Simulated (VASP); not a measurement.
# Si16H7Br in VASP: single point with PBE

Aim: the single point of Si16H7Br with PBE.

Everything below comes from runs of VASP 6.6.1. Logs are shortened: lines on timing, memory, paths and dates and some standing lists are left out, and cuts for length are marked.

### Step 1. The cell of the first run

The cell holds a slab with vacuum, 24 atoms: a = 7.679 Å, b = 7.679 Å, c = 19.869 Å, α = 90.00°, β = 90.00°, γ = 60.00°.

### Step 2. Single point, PBE

INCAR reads:

```
SYSTEM = Si16H7Br
PREC = Accurate ; ENCUT = 520
EDIFF = 1E-6 ; ISMEAR = -1
SIGMA = 0.05 ; LREAL = Auto
LASPH = .True. ; NELM = 100
ALGO = Normal ; ISIF = 2
LWAVE = .False. ; LCHARG = .False.
GGA = PE ; NBANDS = 57
```

KPOINTS reads:

```
Automatic mesh
0
Gamma
  2 2 1
  0 0 0
```

POSCAR reads:

```
Si16H7Br
1.0
    7.6791800000      0.0000000000      0.0000000000
    3.8395900000      6.6503650000      0.0000000000
    0.0000000000      0.0000000000     19.8687650000
H Si Br
7 16 1
Direct
    0.1666667000      0.1666667000      0.0503303000
    0.6666667000      0.1666667000      0.0503303000
    0.1666667000      0.6666667000      0.0503303000
    0.6666667000      0.6666667000      0.0503303000
    0.4579947316      0.0769208764      0.3976538609
    0.0776274190      0.4578831938      0.3976656035
    0.4645002630      0.4650100709      0.3975601691
    0.1666667000      0.1666667000      0.1258256000
    0.6666667000      0.1666667000      0.1258256000
    0.1666667000      0.6666667000      0.1258256000
    0.6666667000      0.6666667000      0.1258256000
   -0.1668215938      0.3335222506      0.1660444300
    0.3332815382      0.3332951366      0.1592550112
   -0.1667078316      0.8332994131      0.1664334373
    0.3335293670      0.8331789049      0.1660120111
   -0.1741005827      0.3447026867      0.2878772911
    0.3312434781      0.3317676664      0.2741265067
   -0.1740229189      0.8262516399      0.2887264028
    0.3444425440      0.8261691979      0.2878078048
   -0.0012947703     -0.0010094901      0.2948754751
    0.4904366917      0.0146429901      0.3258394264
    0.0141955436      0.4908345386      0.3259688861
    0.4902448105      0.4906000766      0.3247179213
    0.6694416244      0.6686611440      0.4248314483
```

Potentials or basis: VASP PAW PBE potentials, release 64 (H, Si, Br).

The run is started by

```sh
cat potpaw_PBE.64/H/POTCAR potpaw_PBE.64/Si/POTCAR potpaw_PBE.64/Br/POTCAR > POTCAR
mpirun -np 1 vasp_std > vasp.out
```

OUTCAR:

```text
SYSTEM = Si16H7Br
   PREC = Accurate
   ENCUT = 520
   EDIFF = 1E-6
   ISMEAR = -1
   LREAL = Auto
   LASPH = .True.
   NELM = 100
   ISIF = 2
   GGA = PE

 ion  position               nearest neighbor table
   1  0.167  0.167  0.050-   8 1.50
   2  0.667  0.167  0.050-   9 1.50
   3  0.167  0.667  0.050-  10 1.50
   4  0.667  0.667  0.050-  11 1.50
   5  0.458  0.077  0.398-  21 1.49
   6  0.078  0.458  0.398-  22 1.49
   7  0.465  0.465  0.398-  23 1.49
   8  0.167  0.167  0.126-   1 1.50  13 2.31  15 2.36  12 2.36
   9  0.667  0.167  0.126-   2 1.50  13 2.31  12 2.36  14 2.36
  10  0.167  0.667  0.126-   3 1.50  13 2.31  15 2.36  14 2.36
  11  0.667  0.667  0.126-   4 1.50  15 2.35  12 2.36  14 2.36
  12  0.833  0.334  0.166-  11 2.36   9 2.36   8 2.36  16 2.42
  13  0.333  0.333  0.159-  17 2.28   8 2.31  10 2.31   9 2.31
  14  0.833  0.833  0.166-  11 2.36   9 2.36  10 2.36  18 2.43
  15  0.334  0.833  0.166-  11 2.35  10 2.36   8 2.36  19 2.42
  16  0.826  0.345  0.288-  20 2.30  22 2.35  23 2.36  12 2.42
  17  0.331  0.332  0.274-  13 2.28  23 2.34  21 2.35  22 2.35
  18  0.826  0.826  0.289-  20 2.30  22 2.36  21 2.36  14 2.43
  19  0.344  0.826  0.288-  20 2.30  21 2.35  23 2.36  15 2.42
  20  0.999  0.999  0.295-  18 2.30  16 2.30  19 2.30
  21  0.490  0.015  0.326-   5 1.49  17 2.35  19 2.35  18 2.36
  22  0.014  0.491  0.326-   6 1.49  17 2.35  16 2.35  18 2.36
  23  0.490  0.491  0.325-   7 1.49  17 2.34  19 2.36  16 2.36
  24  0.669  0.669  0.425-

  LATTYP: Found a hexagonal cell.
 ALAT       =     7.6791800344
 C/A-ratio  =     2.5873550185

  Lattice vectors:

 A1 = (  -3.8395900000,  -6.6503650000,   0.0000000000)
 A2 = (   7.6791800000,   0.0000000000,   0.0000000000)
 A3 = (   0.0000000000,   0.0000000000,  19.8687650000)

Analysis of symmetry for initial positions (statically):
=====================================================================
 Subroutine PRICEL returns:
 Original cell was already a primitive cell.

 Routine SETGRP: Setting up the symmetry group for a
 hexagonal supercell.

 Subroutine GETGRP returns: Found  1 space group operations
 (whereof  1 operations were pure point group operations)
 out of a pool of 24 trial point group operations.

The static configuration has the point symmetry C_1 .

Analysis of symmetry for dynamics (positions and initial velocities):
=====================================================================
 Subroutine PRICEL returns:
 Original cell was already a primitive cell.

 Routine SETGRP: Setting up the symmetry group for a
 hexagonal supercell.

 Subroutine GETGRP returns: Found  1 space group operations
 (whereof  1 operations were pure point group operations)
 out of a pool of 24 trial point group operations.

The dynamic configuration has the point symmetry C_1 .

 Subroutine INISYM returns: Found  1 space group operations
 (whereof  1 operations are pure point group operations),
 and found     1 'primitive' translations

----------------------------------------------------------------------------------------

                                     Primitive cell

  volume of cell :    1014.6849

  direct lattice vectors                    reciprocal lattice vectors
     7.679180000  0.000000000  0.000000000     0.130222237 -0.075183843  0.000000000
     3.839590000  6.650365000  0.000000000     0.000000000  0.150367687  0.000000000
     0.000000000  0.000000000 19.868765000     0.000000000  0.000000000  0.050330255

  length of vectors
     7.679180000  7.679180034 19.868765000     0.150367687  0.150367687  0.050330255

  position of ions in fractional coordinates (direct lattice)
     0.166666700  0.166666700  0.050330300
     0.666666700  0.166666700  0.050330300
     0.166666700  0.666666700  0.050330300
     0.666666700  0.666666700  0.050330300
     0.457994732  0.076920876  0.397653861
     0.077627419  0.457883194  0.397665604
[... 16 lines left out ...]
     0.490244811  0.490600077  0.324717921
     0.669441624  0.668661144  0.424831448

  ion indices of the primitive-cell ions
   primitive index   ion index
                 1           1
                 2           2
                 3           3
                 4           4
                 5           5
                 6           6
[... 16 lines left out ...]
                23          23
                24          24

----------------------------------------------------------------------------------------

 KPOINTS: Automatic mesh

Automatic generation of k-mesh.
 Grid dimensions read from file:
 generate k-points for:    2    2    1

 Generating k-lattice:

  Cartesian coordinates                     Fractional coordinates (reciprocal lattice)
     0.065111119 -0.037591922  0.000000000     0.500000000  0.000000000  0.000000000
     0.000000000  0.075183843  0.000000000     0.000000000  0.500000000  0.000000000
     0.000000000  0.000000000  0.050330255     0.000000000  0.000000000  1.000000000

  Length of vectors
     0.075183844  0.075183843  0.050330255

  Shift w.r.t. Gamma in fractional coordinates (k-lattice)
     0.000000000  0.000000000  0.000000000

 Subroutine IBZKPT returns following result:
 ===========================================

 Found      4 irreducible k-points:

 Following reciprocal coordinates:
            Coordinates               Weight
  0.000000  0.000000  0.000000      1.000000
  0.500000  0.000000  0.000000      1.000000
  0.500000  0.500000  0.000000      1.000000
  0.000000  0.500000  0.000000      1.000000
   k-points           NKPTS =      4   k-points in BZ     NKDIM =      4   number of bands    NBANDS=     57
   number of dos      NEDOS =    301   number of ions     NIONS =     24
   total plane-waves  NPLWV = 540000
   dimension x,y,z NGX =    60 NGY =   60 NGZ =  150
   dimension x,y,z NGXF=   120 NGYF=  120 NGZF=  300
   ions per type =               7  16   1
   NGX,Y,Z   is equivalent  to a cutoff of  12.99, 12.99, 12.55 a.u.
   NGXF,Y,Z  is equivalent  to a cutoff of  25.98, 25.98, 25.10 a.u.
 SYSTEM =  Si16H7Br
   PREC   = accura    normal or accurate (medium, high low for compatibility)
   ISTART =      0    job   : 0-new  1-cont  2-samecut
   ICHARG =      2    charge: 1-file 2-atom 10-const
   ISPIN  =      1    spin polarized calculation?
   LNONCOLLINEAR =      F non collinear calculations
   LSORBIT =      F    spin-orbit coupling
   LASPH  =      T    aspherical Exc in radial PAW
   ENCUT  =  520.0 eV  38.22 Ry    6.18 a.u.  14.28 14.28 36.94*2*pi/ulx,y,z
   NELM   =    100;   NELMIN=  2; NELMDL= -5     # of ELM steps
   EDIFF  = 0.1E-05   stopping-criterion for ELM
   LREAL  =      T    real-space projection
   EDIFFG = 0.1E-04   stopping-criterion for IOM
   NSW    =      0    number of steps for IOM
[... 5 lines left out ...]
   TEBEG  =    0.0;   TEEND  =   0.0 temperature during run
   PSTRESS=    0.0 pullay stress
   NELECT =      78.0000    total number of electrons
   NUPDOWN=      -1.0000    fix difference up-down
   EMIN   =  10.00;   EMAX   =-10.00  energy-range for DOS
   EFERMI =   0.00;   METHOD = LEGACY
   ISMEAR =    -1;   SIGMA  =   0.05  broadening in eV -4-tet -1-fermi 0-gaus
   EFERMI_NEDOS =   21; number of points for ismear=-14 and -15
   IALGO  =     38    algorithm
   IMIX   =      4    mixing-type and parameters
     AMIX     =   0.40;   BMIX     =  1.00
     AMIX_MAG =   1.60;   BMIX_MAG =  1.00
  volume/ion in A,a.u.               =      42.28       285.31
  Fermi-wavevector in a.u.,A,eV,Ry     =   0.696086  1.315411  6.592501  0.484535
  Thomas-Fermi vector in A             =   1.779038
   LORBIT       =      0    0 simple, 1 ext, 2 COOP (PROOUT), +10 PAW based schemes
   GGA     = PE    functional components
   LHFCALC =     F    Hartree Fock is set to
   AEXX    =    0.0000 exact exchange contribution
   IVDW    =     0    specifies the selected vdW correction
   LEPSILON=     F    determine dielectric tensor
   LRPA    =     F    only Hartree local field effects (RPA)
 non-spin polarized calculation
  energy-cutoff  :      520.00
  volume of cell :     1014.68
 maximum number of plane-waves:     27427
 NGX is ok and might be reduce to    60
   NGX = 29   NGY = 29   NGZ = 73

 number of electron      78.0000005 magnetization

 Free energy of the ion-electron system (eV)
  ---------------------------------------------------
  ext. energy  EPLUGINS =         0.00000000
  ---------------------------------------------------
  free energy    TOTEN  =      -109.20317824 eV

  energy without entropy =     -109.19413200  energy(sigma->0) =     -109.19865512

 E-fermi :  -1.4766     XC(G=0):  -4.1471

 val. band max:       -1.6640658259   @ k =   0.0000   0.0000   0.0000
 cond. band min:      -1.3152922492   @ k =   0.0000   0.0000   0.0000
 fundamental gap:      0.3487735767
 Fermi energy:        -1.4766414994

 k-point     1 :       0.0000    0.0000    0.0000
  band No.  band energies     occupation
      1     -14.8130      2.00000
      2     -12.9438      2.00000
      3     -11.7779      2.00000
      4     -10.7905      2.00000
      5     -10.7554      2.00000
      6     -10.7446      2.00000
[... 43 lines left out ...]
     50       1.3267      0.00000
     51       1.3976      0.00000

 k-point     2 :       0.5000    0.0000    0.0000
  band No.  band energies     occupation
      1     -14.8062      2.00000
      2     -12.3305      2.00000
      3     -12.1748      2.00000
      4     -11.1608      2.00000
      5     -11.0868      2.00000
      6     -10.9463      2.00000
[... 43 lines left out ...]
     50       2.1202      0.00000
     51       2.3116      0.00000

 k-point     3 :       0.5000    0.5000    0.0000
  band No.  band energies     occupation
      1     -14.8063      2.00000
      2     -12.3331      2.00000
      3     -12.1698      2.00000
      4     -11.1601      2.00000
      5     -11.0878      2.00000
      6     -10.9455      2.00000
[... 43 lines left out ...]
     50       2.1114      0.00000
     51       2.3033      0.00000

 k-point     4 :       0.0000    0.5000    0.0000
  band No.  band energies     occupation
      1     -14.8062      2.00000
      2     -12.3308      2.00000
      3     -12.1744      2.00000
      4     -11.1607      2.00000
      5     -11.0869      2.00000
      6     -10.9465      2.00000
[... 43 lines left out ...]
     50       2.1201      0.00000
     51       2.3112      0.00000
 [bands above 51 left out]

------------------------ aborting loop because EDIFF is reached ----------------------------------------

  FORCE on cell =-STRESS in cart. coord.  units (eV):
  Direction    XX          YY          ZZ          XY          YZ          ZX
  --------------------------------------------------------------------------------------
  -------------------------------------------------------------------------------------
  Total        6.5818403      6.5644930      0.3267674      0.0173903     -0.0047193     -0.0107529
  in kB       10.3926600     10.3652688      0.5159625      0.0274591     -0.0074518     -0.0169788
  external PRESSURE =       7.0912971 kB  Pullay stress =       0.0000000 kB

 VOLUME and BASIS-vectors are now :
 -----------------------------------------------------------------------------
  energy-cutoff  :      520.00
  volume of cell :     1014.68
      direct lattice vectors                 reciprocal lattice vectors
     7.679180000  0.000000000  0.000000000     0.130222237 -0.075183843  0.000000000
     3.839590000  6.650365000  0.000000000     0.000000000  0.150367687  0.000000000
     0.000000000  0.000000000 19.868765000     0.000000000  0.000000000  0.050330255

 POSITION                                       TOTAL-FORCE (eV/Angst)
 -----------------------------------------------------------------------------------
      1.91980      1.10839      1.00000        -0.171733     -0.098537     -0.061816
      5.75939      1.10839      1.00000         0.163527     -0.102843     -0.060592
      3.83959      4.43358      1.00000        -0.007827      0.193343     -0.060678
      7.67918      4.43358      1.00000         0.007941      0.003803     -0.039122
      3.81237      0.51155      7.90089        -0.002704      0.055463      0.043843
      2.35420      3.04509      7.90112         0.046270     -0.029473      0.045838
[... 16 lines left out ...]
      5.64838      3.26267      6.45174         0.056229      0.031443     -0.007240
      7.70815      4.44684      8.44088         0.005187      0.003753      0.024949
 -----------------------------------------------------------------------------------
    total drift:                                0.011953      0.007549     -0.027916

  FREE ENERGIE OF THE ION-ELECTRON SYSTEM (eV)
  ---------------------------------------------------
  free  energy   TOTEN  =      -109.2031782384 eV

  energy  without entropy=     -109.1941320037  energy(sigma->0) =     -109.19865512
```

Run time: 9.5 min. Hardware: 1 thread of Intel Xeon Platinum 8375C at 2.90GHz (Ice Lake), shared host; peak memory 1 GiB.

What came out:

| Property | Result |
| --- | --- |
| Free energy | -109.2032 eV |
| Largest force | 0.255 eV/Å |
| Band gap on the k mesh | 0.35 eV |

Forces in eV/Å, atoms in the order of the input:
```
H   -0.172 -0.099 -0.062
H    0.164 -0.103 -0.061
H   -0.008  0.193 -0.061
H    0.008  0.004 -0.039
H   -0.003  0.055  0.044
H    0.046 -0.029  0.046
H   -0.060 -0.034  0.020
Si  -0.127 -0.073 -0.039
Si   0.120 -0.076 -0.016
Si  -0.007  0.142 -0.018
Si   0.012  0.006  0.255
Si  -0.001 -0.025  0.019
Si   0.001  0.000  0.044
Si   0.025  0.014  0.015
Si  -0.021  0.011  0.019
Si   0.001  0.033 -0.022
Si   0.005  0.002 -0.060
Si  -0.033 -0.019 -0.022
Si   0.029 -0.016 -0.022
Si  -0.002 -0.001  0.009
Si   0.004 -0.052 -0.033
Si  -0.042  0.030 -0.036
Si   0.056  0.031 -0.007
Br   0.005  0.004  0.025
```

Caveat: the k points lie up to 0.47 Å⁻¹ apart.
